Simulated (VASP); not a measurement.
# Te2Mo in VASP: a series of runs

Aim: see how the results for Te2Mo move with the level of theory and the settings. Levels: BLYP+D3(BJ), BLYP+D4. Tasks: single point.

Everything below comes from runs of VASP 6.6.1. Logs are shortened: lines on timing, memory, paths and dates and some standing lists are left out, and cuts for length are marked.

### 1 The cell of the first run

The typed cell holds 12 atoms: a = 6.342 Å, b = 3.525 Å, c = 13.161 Å, α = 90.00°, β = 94.14°, γ = 90.00°.

### 2 Single point, BLYP+D3(BJ)

INCAR reads:

```
SYSTEM = Te2Mo
  AGGAC = 1.0
  AGGAX = 1.0
  ALDAC = 0.0
  ALDAX = 1.0
  ALGO = Normal
  EDIFF = 1E-7
  ENCUT = 520
  GGA = B5
  ISIF = 2
  ISMEAR = -1
  IVDW = 12
  LASPH = .TRUE.
  LCHARG = .FALSE.
  LREAL = .FALSE.
  LWAVE = .FALSE.
  NBANDS = 64
  NELM = 100
  PREC = Accurate
  SIGMA = 0.05
  VDW_A1 = 0.4298
  VDW_A2 = 4.2359
  VDW_S6 = 1.0
  VDW_S8 = 2.6996
```

KPOINTS reads:

```
k-points
0
G
  4 8 2
  0 0 0
```

POSCAR reads:

```
Te2Mo
1.0
    6.3413921161      0.0000000000     -0.0907787432
    0.0000000000      3.5254403770      0.0000000000
   -0.7610883471      0.0000000000     13.1390377893
Te Mo
8 4
Direct
    0.0553820939      0.5000000000      0.3906079607
    0.9446567438      0.0000000000      0.6093929811
    0.5603787312      0.0000000000      0.3436508426
    0.4396634317      0.5000000000      0.6563514132
    0.0988528720      0.0000000000      0.1569645052
    0.9011054434      0.5000000000      0.8430327603
    0.5907941776      0.5000000000      0.1088881429
    0.4091686250      0.0000000000      0.8911109359
    0.3198412743      0.0000000000      0.5063208846
    0.6801969665      0.5000000000      0.4936803201
    0.1827770459      0.5000000000      0.0080453966
    0.8171815846      0.0000000000      0.9919528468
```

Potentials or basis: VASP PAW PBE potentials, release 64 (Te, Mo_sv).

On the command line:

```bash
cat potpaw_PBE.64/Te/POTCAR potpaw_PBE.64/Mo_sv/POTCAR > POTCAR
mpirun -np 1 vasp_std > vasp.out
```

OUTCAR:

```text
SYSTEM = Te2Mo
   EDIFF = 1E-7
   ENCUT = 520
   GGA = B5
   ISIF = 2
   ISMEAR = -1
   IVDW = 12
   LASPH = .TRUE.
   LREAL = .FALSE.
   NELM = 100
   PREC = Accurate
 IVDW          = 12

 ion  position               nearest neighbor table
   1  0.055  0.500  0.391-   9 2.81   9 2.81  10 2.82   2 3.49   2 3.49   5 3.57   5 3.57   3 3.61
                             3 3.61
   2  0.945  0.000  0.609-  10 2.81  10 2.81   9 2.82   1 3.49   1 3.49   6 3.57   6 3.57   4 3.61
                             4 3.61
   3  0.560  0.000  0.344-  10 2.71  10 2.71   9 2.72   7 3.57   7 3.57   1 3.61   1 3.61   5 3.68

   4  0.440  0.500  0.656-   9 2.71   9 2.71  10 2.72   8 3.57   8 3.57   2 3.61   2 3.61   6 3.68

   5  0.099  0.000  0.157-  12 2.71  11 2.72  11 2.72   1 3.57   1 3.57   7 3.68   7 3.68   3 3.68

   6  0.901  0.500  0.843-  11 2.71  12 2.72  12 2.72   2 3.57   2 3.57   8 3.68   8 3.68   4 3.68

   7  0.591  0.500  0.109-  12 2.80  12 2.80  11 2.82   8 3.49   8 3.49   3 3.57   3 3.57   5 3.68
                             5 3.68
   8  0.409  0.000  0.891-  11 2.80  11 2.80  12 2.82   7 3.49   7 3.49   4 3.57   4 3.57   6 3.68
                             6 3.68
   9  0.320  0.000  0.506-   4 2.71   4 2.71   3 2.72   1 2.81   1 2.81   2 2.82  10 2.90  10 2.90

  10  0.680  0.500  0.494-   3 2.71   3 2.71   4 2.72   2 2.81   2 2.81   1 2.82   9 2.90   9 2.90

  11  0.183  0.500  0.008-   6 2.71   5 2.72   5 2.72   8 2.80   8 2.80   7 2.82  12 2.91  12 2.91

  12  0.817  0.000  0.992-   5 2.71   6 2.72   6 2.72   7 2.80   7 2.80   8 2.82  11 2.91  11 2.91

  LATTYP: Found a simple monoclinic cell.
 ALAT       =     6.3420418439
 B/A-ratio  =     0.5558841243
 C/A-ratio  =     2.0752090497
 COS(beta)  =    -0.0721127171

  Lattice vectors:

 A1 = (   6.3413921161,   0.0000000000,  -0.0907787432)
 A2 = (   0.0000000000,   3.5254403770,   0.0000000000)
 A3 = (  -0.7610883471,   0.0000000000,  13.1390377893)

Analysis of symmetry for initial positions (statically):
=====================================================================
 Subroutine PRICEL returns:
 Original cell was already a primitive cell.

 Routine SETGRP: Setting up the symmetry group for a
 simple monoclinic supercell.

 Subroutine GETGRP returns: Found  2 space group operations
 (whereof  2 operations were pure point group operations)
 out of a pool of  4 trial point group operations.

The static configuration has the point symmetry C_1h.

Analysis of symmetry for dynamics (positions and initial velocities):
=====================================================================
 Subroutine PRICEL returns:
 Original cell was already a primitive cell.

 Routine SETGRP: Setting up the symmetry group for a
 simple monoclinic supercell.

 Subroutine GETGRP returns: Found  2 space group operations
 (whereof  2 operations were pure point group operations)
 out of a pool of  4 trial point group operations.

The dynamic configuration has the point symmetry C_1h.

 Subroutine INISYM returns: Found  2 space group operations
 (whereof  2 operations are pure point group operations),
 and found     1 'primitive' translations

----------------------------------------------------------------------------------------

                                     Primitive cell

  volume of cell :     293.4954

  direct lattice vectors                    reciprocal lattice vectors
     6.341392116  0.000000000 -0.090778743     0.157824953  0.000000000  0.009142125
     0.000000000  3.525440377  0.000000000     0.000000000  0.283652507  0.000000000
    -0.761088347  0.000000000 13.139037789     0.001090426  0.000000000  0.076172238

  length of vectors
     6.342041844  3.525440377 13.161062628     0.158089513  0.283652507  0.076180042

  position of ions in fractional coordinates (direct lattice)
     0.055382094  0.500000000  0.390607961
     0.944656744  0.000000000  0.609392981
     0.560378731  0.000000000  0.343650843
     0.439663432  0.500000000  0.656351413
     0.098852872  0.000000000  0.156964505
     0.901105443  0.500000000  0.843032760
     0.590794178  0.500000000  0.108888143
     0.409168625  0.000000000  0.891110936
     0.319841274  0.000000000  0.506320885
     0.680196966  0.500000000  0.493680320
     0.182777046  0.500000000  0.008045397
     0.817181585  0.000000000  0.991952847

  ion indices of the primitive-cell ions
   primitive index   ion index
                 1           1
                 2           2
                 3           3
                 4           4
                 5           5
                 6           6
                 7           7
                 8           8
                 9           9
                10          10
                11          11
                12          12

----------------------------------------------------------------------------------------

 KPOINTS: k-points

Automatic generation of k-mesh.
 Grid dimensions read from file:
 generate k-points for:    4    8    2

 Generating k-lattice:

  Cartesian coordinates                     Fractional coordinates (reciprocal lattice)
     0.039456238  0.000000000  0.002285531     0.250000000  0.000000000 -0.000000000
     0.000000000  0.035456563  0.000000000     0.000000000  0.125000000  0.000000000
     0.000545213  0.000000000  0.038086119     0.000000000  0.000000000  0.500000000

  Length of vectors
     0.039522378  0.035456563  0.038090021

  Shift w.r.t. Gamma in fractional coordinates (k-lattice)
     0.000000000  0.000000000  0.000000000

 Subroutine IBZKPT returns following result:
 ===========================================

 Found     30 irreducible k-points:

 Following reciprocal coordinates:
            Coordinates               Weight
  0.000000  0.000000  0.000000      1.000000
  0.250000  0.000000 -0.000000      2.000000
  0.500000  0.000000 -0.000000      1.000000
  0.000000  0.125000  0.000000      2.000000
  0.250000  0.125000 -0.000000      4.000000
  0.500000  0.125000 -0.000000      2.000000
[... 16 lines left out ...]
  0.250000  0.250000  0.500000      4.000000
  0.500000  0.250000  0.500000      2.000000
 [... further k-points ...]
   k-points           NKPTS =     30   k-points in BZ     NKDIM =     30   number of bands    NBANDS=     64
   number of dos      NEDOS =    301   number of ions     NIONS =     12
   total plane-waves  NPLWV = 131712
   dimension x,y,z NGX =    48 NGY =   28 NGZ =   98
   dimension x,y,z NGXF=    96 NGYF=   56 NGZF=  196
   ions per type =               8   4
   NGX,Y,Z   is equivalent  to a cutoff of  12.58, 13.20, 12.38 a.u.
   NGXF,Y,Z  is equivalent  to a cutoff of  25.16, 26.41, 24.76 a.u.
 SYSTEM =  Te2Mo
   PREC   = accura    normal or accurate (medium, high low for compatibility)
   ISTART =      0    job   : 0-new  1-cont  2-samecut
   ICHARG =      2    charge: 1-file 2-atom 10-const
   ISPIN  =      1    spin polarized calculation?
   LNONCOLLINEAR =      F non collinear calculations
   LSORBIT =      F    spin-orbit coupling
   LASPH  =      T    aspherical Exc in radial PAW
   ENCUT  =  520.0 eV  38.22 Ry    6.18 a.u.  11.79  6.55 24.47*2*pi/ulx,y,z
   NELM   =    100;   NELMIN=  2; NELMDL= -5     # of ELM steps
   EDIFF  = 0.1E-06   stopping-criterion for ELM
   LREAL  =      F    real-space projection
   EDIFFG = 0.1E-05   stopping-criterion for IOM
   NSW    =      0    number of steps for IOM
   IBRION =     -1    ionic relax: 0-MD 1-quasi-New 2-CG
   NFREE  =      0    steps in history (QN), initial steepest desc. (CG)
   ISIF   =      2    stress and relaxation
   ISYM   =      2    0-nonsym 1-usesym 2-fastsym
   POTIM  = 0.5000    time-step for ionic-motion
   TEBEG  =    0.0;   TEEND  =   0.0 temperature during run
   PSTRESS=    0.0 pullay stress
   NELECT =     104.0000    total number of electrons
   NUPDOWN=      -1.0000    fix difference up-down
   EMIN   =  10.00;   EMAX   =-10.00  energy-range for DOS
   EFERMI =   0.00;   METHOD = LEGACY
   ISMEAR =    -1;   SIGMA  =   0.05  broadening in eV -4-tet -1-fermi 0-gaus
   EFERMI_NEDOS =   21; number of points for ismear=-14 and -15
   IALGO  =     38    algorithm
   IMIX   =      4    mixing-type and parameters
     AMIX     =   0.40;   BMIX     =  1.00
     AMIX_MAG =   1.60;   BMIX_MAG =  1.00
  volume/ion in A,a.u.               =      24.46       165.05
  Fermi-wavevector in a.u.,A,eV,Ry     =   1.158472  2.189195 18.259797  1.342057
  Thomas-Fermi vector in A             =   2.295074
   LORBIT       =      0    0 simple, 1 ext, 2 COOP (PROOUT), +10 PAW based schemes
   GGA     = B5    functional components
   LHFCALC =     F    Hartree Fock is set to
   AEXX    =    0.0000 exact exchange contribution
   IVDW    =    12    specifies the selected vdW correction
   LEPSILON=     F    determine dielectric tensor
   LRPA    =     F    only Hartree local field effects (RPA)
 non-spin polarized calculation
  energy-cutoff  :      520.00
  volume of cell :      293.50
 maximum number of plane-waves:      7953
 NGX is ok and might be reduce to    48
   NGX = 23   NGY = 13   NGZ = 49

 number of electron     104.0000000 magnetization

 Free energy of the ion-electron system (eV)
  ---------------------------------------------------
  ext. energy  EPLUGINS =         0.00000000
  ---------------------------------------------------
  free energy    TOTEN  =       -59.71445508 eV

  energy without entropy =      -59.67952976  energy(sigma->0) =      -59.69699242

 E-fermi :   9.2483     XC(G=0):  -9.9470

 val. band max:        9.2436024744   @ k =   0.0000   0.2500   0.5000
 cond. band min:       9.2620534515   @ k =   0.2500   0.1250  -0.0000
 fundamental gap:      0.0184509772
 Fermi energy:         9.2483100183

 k-point     1 :       0.0000    0.0000    0.0000
  band No.  band energies     occupation
      1     -51.7380      2.00000
      2     -51.7117      2.00000
      3     -51.6807      2.00000
      4     -51.6562      2.00000
      5     -26.1187      2.00000
      6     -26.0903      2.00000
[... 1597 lines left out ...]
     63      11.3968      0.00000
     64      11.6685      0.00000

 [... further k-points ...]

------------------------ aborting loop because EDIFF is reached ----------------------------------------

 Edisp (eV)  -15.40948

 E6    (eV) :    -3.7830

 E8    (eV) :   -11.6265

  FORCE on cell =-STRESS in cart. coord.  units (eV):
  Direction    XX          YY          ZZ          XY          YZ          ZX
  --------------------------------------------------------------------------------------
  -------------------------------------------------------------------------------------
  Total       0.70448     0.59255     0.63798     0.00000     0.00000     0.00197
  in kB       3.84573     3.23470     3.48270     0.00000     0.00000     0.01076
  external pressure =        3.52 kB  Pullay stress =        0.00 kB

 VOLUME and BASIS-vectors are now :
 -----------------------------------------------------------------------------
  energy-cutoff  :      520.00
  volume of cell :      293.50
      direct lattice vectors                 reciprocal lattice vectors
     6.341392116  0.000000000 -0.090778743     0.157824953  0.000000000  0.009142125
     0.000000000  3.525440377  0.000000000     0.000000000  0.283652507  0.000000000
    -0.761088347  0.000000000 13.139037789     0.001090426  0.000000000  0.076172238

 POSITION                                       TOTAL-FORCE (eV/Angst)
 -----------------------------------------------------------------------------------
      0.05391      1.76272      5.12719        -0.004411      0.000000     -0.032539
      5.52664      0.00000      7.92108         0.004488      0.000000      0.032667
      3.29203      0.00000      4.46437        -0.002480      0.000000     -0.057579
      2.28854      1.76272      8.58391         0.002159      0.000000      0.057307
      0.50740      0.00000      2.05339        -0.003122      0.000000      0.057260
      5.07264      1.76272     10.99484         0.003408      0.000000     -0.057023
      3.66358      1.76272      1.37705        -0.003860      0.000000      0.031567
      1.91648      0.00000     11.67120         0.003606      0.000000     -0.031628
      1.64288      0.00000      6.62353        -0.021893      0.000000     -0.009439
      3.93766      1.76272      6.42474         0.022025      0.000000      0.009530
      1.15294      1.76272      0.08912         0.023093      0.000000     -0.007012
      4.42711      0.00000     12.95912        -0.023013      0.000000      0.006890
 -----------------------------------------------------------------------------------
    total drift:                               -0.000001      0.000000     -0.000000

  FREE ENERGIE OF THE ION-ELECTRON SYSTEM (eV)
  ---------------------------------------------------
  free  energy   TOTEN  =       -75.1239336333 eV

  energy  without entropy=      -75.0890083136  energy(sigma->0) =      -75.10647097
```

Wall time 24 min (1 thread of Intel Xeon Platinum 8259CL at 2.50GHz (Skylake/Cascade Lake), shared host); peak memory 0.6 GiB.

Results:

```yaml
Free_energy: -75.1239 eV
Pressure: 0.4 GPa
Largest_force: 0.058 eV/Å
Band_gap_on_the_k_mesh: zero (bands 52 and 53 overlap by 0.55 eV)
Dispersion_energy_per_atom: -1.284 eV
```

Forces on the atoms (eV/Å):
```
Te  -0.004  0.000 -0.033
Te   0.004  0.000  0.033
Te  -0.002  0.000 -0.058
Te   0.002  0.000  0.057
Te  -0.003  0.000  0.057
Te   0.003  0.000 -0.057
Te  -0.004  0.000  0.032
Te   0.004  0.000 -0.032
Mo  -0.022  0.000 -0.009
Mo   0.022  0.000  0.010
Mo   0.023  0.000 -0.007
Mo  -0.023  0.000  0.007
```

Levels at points of the mesh, in eV from the Fermi level:
```
           k point  band 48  band 49  band 50  band 51  band 52  band 53  band 54  band 55  band 56  band 57
(0.00, 0.00, 0.00)    -0.49    -0.41    -0.31    -0.07     0.40     0.45     0.54     0.70     0.76     0.96
(0.50, 0.00, 0.00)    -1.07    -1.04    -1.03    -0.48    -0.43    -0.05    -0.01     0.53     0.53     1.38
(0.00, 0.50, 0.00)    -1.79    -1.59    -1.59    -1.37    -1.37     0.87     0.87     0.96     0.96     1.02
(0.50, 0.50, 0.00)    -1.85    -1.13    -1.13    -1.03    -1.03     0.80     0.80     0.88     0.88     1.59
(0.00, 0.00, 0.50)    -0.75    -0.31    -0.28     0.15     0.26     0.41     0.52     0.62     0.69     1.37
(0.50, 0.00, 0.50)    -1.08    -1.07    -1.05    -0.59    -0.26     0.05     0.05     0.44     0.58     1.26
(0.00, 0.50, 0.50)    -1.82    -1.59    -1.59    -1.44    -1.44     0.84     0.84     0.97     0.97     1.04
(0.50, 0.50, 0.50)    -1.84    -1.13    -1.13    -1.02    -1.02     0.83     0.83     0.84     0.84     1.52
```

Caveat: the dispersion term is far too large for a dense solid, which distorts pressure and volume; the PAW data sets were made with another functional, which shifts forces and pressure a little; spin-orbit coupling is left out, which moves the levels of the heavy elements.

### 3 Single point, BLYP+D4

This run uses another cell than the first one, of 25.22 Å³/atom.

INCAR reads:

```
SYSTEM = Te2Mo
PREC = Accurate
ENCUT = 520
EDIFF = 1E-6
ISMEAR = -1
SIGMA = 0.05
LREAL = .FALSE.
LASPH = .TRUE.
NELM = 60
ALGO = Normal
ISIF = 2
LWAVE = .FALSE.
LCHARG = .TRUE.
GGA = B5
ALDAX = 1.0
AGGAX = 1.0
AGGAC = 1.0
ALDAC = 0.0
IVDW = 13
VDW_S6 = 1.0
VDW_S8 = 2.34076671
VDW_A1 = 0.44488865
VDW_A2 = 4.0933009
LELF = .TRUE.
LVHAR = .TRUE.
NBANDS = 64
```

KPOINTS reads:

```
Automatic mesh
0
G
  4 8 2
  0 0 0
```

POSCAR reads:

```
Te2Mo
1.0
    6.3750897542      0.0000000000     -0.0486832856
    0.0000000000      3.5513924040      0.0000000000
   -0.6654638675      0.0000000000     13.3722416676
Te Mo
8 4
Direct
    0.0597631643      0.5000000000      0.3924412338
    0.9401309937      0.0000000000      0.6075543035
    0.5641647573      0.0000000000      0.3462593282
    0.4357355598      0.5000000000      0.6537425846
    0.0956473623      0.0000000000      0.1541854242
    0.9044502657      0.5000000000      0.8458134314
    0.5876323506      0.5000000000      0.1071897137
    0.4124743181      0.0000000000      0.8928123421
    0.3199956944      0.0000000000      0.5065935591
    0.6798979062      0.5000000000      0.4934070595
    0.1820502572      0.5000000000      0.0077446585
    0.8180563606      0.0000000000      0.9922553514
```

Potentials or basis: VASP PAW PBE potentials, release 64 (Te, Mo_sv).

On the command line:

```bash
cat potpaw_PBE.64/Te/POTCAR potpaw_PBE.64/Mo_sv/POTCAR > POTCAR
mpirun -np 1 vasp_std > vasp.out
```

Run time: 14 min. Hardware: 1 thread of Intel Xeon Platinum 8259CL at 2.50GHz (Skylake/Cascade Lake), shared host; peak memory 0.62 GiB.

Results (log left out):

```yaml
Free_energy: -72.7935 eV
Pressure: 0.3 GPa
Largest_force: 0.053 eV/Å
Band_gap_on_the_k_mesh: zero (bands 52 and 53 overlap by 0.47 eV)
Dispersion_energy_per_atom: -1.055 eV
```

Forces in eV/Å, atoms in the order of the input:
```
Te  -0.006  0.000 -0.030
Te   0.005  0.000  0.030
Te  -0.002  0.000 -0.053
Te   0.002  0.000  0.053
Te  -0.004  0.000  0.051
Te   0.004  0.000 -0.051
Te  -0.004  0.000  0.030
Te   0.004  0.000 -0.030
Mo  -0.024  0.000 -0.013
Mo   0.024  0.000  0.012
Mo   0.022  0.000 -0.010
Mo  -0.023  0.000  0.009
```

Levels at points of the mesh, in eV from the Fermi level:
| k point | band 48 | band 49 | band 50 | band 51 | band 52 | band 53 | band 54 | band 55 | band 56 | band 57 |
| --- | --- | --- | --- | --- | --- | --- | --- | --- | --- | --- |
| (0.00, 0.00, 0.00) | -0.46 | -0.39 | -0.35 | -0.12 | 0.34 | 0.41 | 0.54 | 0.70 | 0.72 | 1.00 |
| (0.50, 0.00, 0.00) | -1.05 | -1.02 | -1.01 | -0.50 | -0.46 | -0.02 | 0.01 | 0.52 | 0.52 | 1.38 |
| (0.00, 0.50, 0.00) | -1.73 | -1.57 | -1.57 | -1.36 | -1.36 | 0.86 | 0.86 | 0.95 | 0.95 | 0.99 |
| (0.50, 0.50, 0.00) | -1.84 | -1.08 | -1.08 | -1.00 | -1.00 | 0.79 | 0.79 | 0.84 | 0.84 | 1.63 |
| (0.00, 0.00, 0.50) | -0.75 | -0.30 | -0.28 | 0.10 | 0.16 | 0.44 | 0.52 | 0.61 | 0.66 | 1.39 |
| (0.50, 0.00, 0.50) | -1.09 | -1.05 | -1.03 | -0.55 | -0.32 | 0.05 | 0.06 | 0.46 | 0.55 | 1.25 |
| (0.00, 0.50, 0.50) | -1.77 | -1.55 | -1.55 | -1.46 | -1.46 | 0.85 | 0.85 | 0.92 | 0.92 | 1.03 |
| (0.50, 0.50, 0.50) | -1.83 | -1.07 | -1.07 | -1.00 | -1.00 | 0.80 | 0.80 | 0.81 | 0.81 | 1.56 |

Caveat: the dispersion term is far too large for a dense solid, which distorts pressure and volume; the PAW data sets were made with another functional, which shifts forces and pressure a little; spin-orbit coupling is left out, which moves the levels of the heavy elements.

The gap in the log of VASP goes by the Fermi energy; the results here count the filled bands.